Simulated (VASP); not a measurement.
Crystal: InBiO.

```
CELL_PARAMETERS angstrom
2.83314 0.00000 0.00000
0.00000 4.80040 0.00000
0.00000 0.00000 5.16693
ATOMIC_POSITIONS crystal
In 0.50000 0.50000 0.00000
Bi 0.00000 0.00000 0.00000
O 0.00000 0.00000 0.50000
```

The cell was built from a structure type or drawn by symmetry, and may not be a known phase.

* Program: VASP 6.6.1
* Task: relaxation of cell and atoms
* Functional: PBE
* Potentials or basis: VASP PAW PBE potentials, release 64 (In_d, Bi_d, O)
* Cutoff: 600 eV
* k mesh: 6 × 4 × 4
* Occupations: gaussian, width 0.1 eV
* Spin: no spin polarisation

At the start: pressure 18.2 GPa; volume 23.42 Å³/atom.

Task: How do energy, volume and symmetry change on relaxing?

Result: Over 9 steps the energy falls by 1078.5 meV/atom and the volume is 28.03 Å³/atom (+19.7 %); space group Pmmm (No. 47, to 0.1 Å) before and after.

Step by step:
```csv
step,energy change (eV),largest force (eV/Å),pressure (GPa),volume (Å³)
1,0.0000,0.0000,18.25,70.27
2,-3.0623,0.0000,-4.10,96.69
3,-3.0591,0.0000,-3.78,91.81
4,-3.0805,0.0000,-3.96,93.38
5,-3.1744,0.0000,0.93,84.80
6,-3.2141,0.0000,-1.12,87.64
7,-3.2141,0.0000,-1.06,87.53
8,-3.2331,0.0000,-0.35,85.11
9,-3.2354,0.0000,-0.02,84.08
```

Final structure:
```cif
data_structure
_symmetry_space_group_name_H-M 'P 1'
_symmetry_Int_Tables_number 1
_cell_length_a 3.3149
_cell_length_b 5.8384
_cell_length_c 4.3444
_cell_angle_alpha 90.000
_cell_angle_beta 90.000
_cell_angle_gamma 90.000
_cell_volume 84.08
loop_
_atom_site_label
_atom_site_type_symbol
_atom_site_fract_x
_atom_site_fract_y
_atom_site_fract_z
_atom_site_occupancy
In1 In 0.50000 0.50000 0.00000 1
Bi1 Bi 0.00000 0.00000 0.00000 1
O1 O 0.00000 0.00000 0.50000 1
```

Caveat: the k points lie up to 0.36 Å⁻¹ apart in the final cell, too coarse for converged energies and pressures of a metal; the volume moved by over 15 % at a fixed basis, so the end points are rough.
